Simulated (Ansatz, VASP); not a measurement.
## ZrB in VASP and in Ansatz

```
CELL_PARAMETERS angstrom
0.00000 2.34916 2.34916
2.34916 0.00000 2.34916
2.34916 2.34916 0.00000
ATOMIC_POSITIONS crystal
Zr 0.00000 0.00000 0.00000
B 0.50000 0.50000 0.50000
```

Alike in both runs: task single point; functional LDA; k mesh 18 × 18 × 18; occupations gaussian, width 0.15 eV; no spin polarisation.

|  | VASP | Ansatz |
| --- | --- | --- |
| version | VASP 6.6.1 | Ansatz 0.2.0 |
| potentials or method | VASP PAW LDA potentials, release 64 (Zr_sv, B), cutoff 520 eV | scalar-relativistic, plane waves, PAW |
| valence electrons in the cell | 15 | 15 |

```csv
,VASP,Ansatz,Ansatz less VASP
gap on the k mesh at the Fermi level (eV),none,none,-
pressure (GPa),17.8,17.4,-0.43
```

LDA's correlation is that of Perdew and Zunger in VASP and of Perdew and Wang (1992) in Ansatz. A gap of «none» marks a metal or a gap that the smearing closes.
